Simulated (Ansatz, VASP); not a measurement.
**Two plane-wave programs on NaI**

POSCAR

```
NaI
1.0
    4.1197829155      0.0000000000      0.0000000000
    0.0000000000      4.1197829155      0.0000000000
    0.0000000000      0.0000000000      4.1197829155
Na I
1 1
Direct
    0.0000000000      0.0000000000      0.0000000000
    0.5000000000      0.5000000000      0.5000000000
```

Contents of INCAR.step1:

```
SYSTEM = NaI
  ALGO = Normal
  EDIFF = 1E-4
  ENCUT = 520
  GGA = PE
  ISMEAR = 0
  LASPH = .True.
  LCHARG = .False.
  LREAL = .False.
  LWAVE = .True.
  NBANDS = 14
  NELM = 100
  PREC = Accurate
  SIGMA = 0.01
```

File INCAR.step2:

```
SYSTEM = NaI
  ALGO = Normal
  EDIFF = 1E-6
  ENCUT = 520
  ISIF = 2
  ISMEAR = 0
  ISTART = 1
  LASPH = .True.
  LCHARG = .True.
  LELF = .True.
  LMIXTAU = .True.
  LREAL = .False.
  LVHAR = .True.
  LWAVE = .False.
  METAGGA = R2SCAN
  NBANDS = 14
  NELM = 100
  PREC = Accurate
  SIGMA = 0.01
```

The input KPOINTS:

```
k-points
0
Gamma
  6 6 6
  0 0 0
```

Input for Ansatz:

```yaml
crystal:
  lattice:
    - [4.1197829155, 0.0, 0.0]
    - [0.0, 4.1197829155, 0.0]
    - [0.0, 0.0, 4.1197829155]
  atoms:
    - { symbol: Na, position: [0.0, 0.0, 0.0] }
    - { symbol: I, position: [0.5, 0.5, 0.5] }
kpoints:
  mp_grid: { grid: [6, 6, 6] }
hamiltonian:
  xc: r2scan
scf:
  occupations: { method: fixed }
  n_extra_bands: 4
output:
  forces: true
  stress: true
  eigenvalues: true
```

Alike in both runs: task single point; functional r2SCAN; k mesh 6 × 6 × 6; no spin polarisation.

```csv
,VASP,Ansatz
version,VASP 6.6.1,Ansatz 0.2.0
potentials or method,"VASP PAW PBE potentials, release 64 (Na_pv, I)","plane waves, PAW"
plane-wave cutoff (eV),520,500
occupations,"gaussian, width 0.01 eV",fixed
valence electrons in the cell,14,26
```

VASP gave:

| Property | Result |
| --- | --- |
| gap on the k mesh at the Fermi level (eV) | 2.97 |
| pressure (GPa) | -1.0 |

Problem. What did Ansatz give for the same quantities?

Solution. gap on the k mesh at the Fermi level (eV): 2.96; pressure (GPa): -0.9.

VASP's potentials were made for PBE, not for r2SCAN. VASP's potentials hold 14 valence electrons a cell and Ansatz's 26, so a difference there can come from the potentials and not from the codes.

Neither program's run includes spin-orbit coupling.
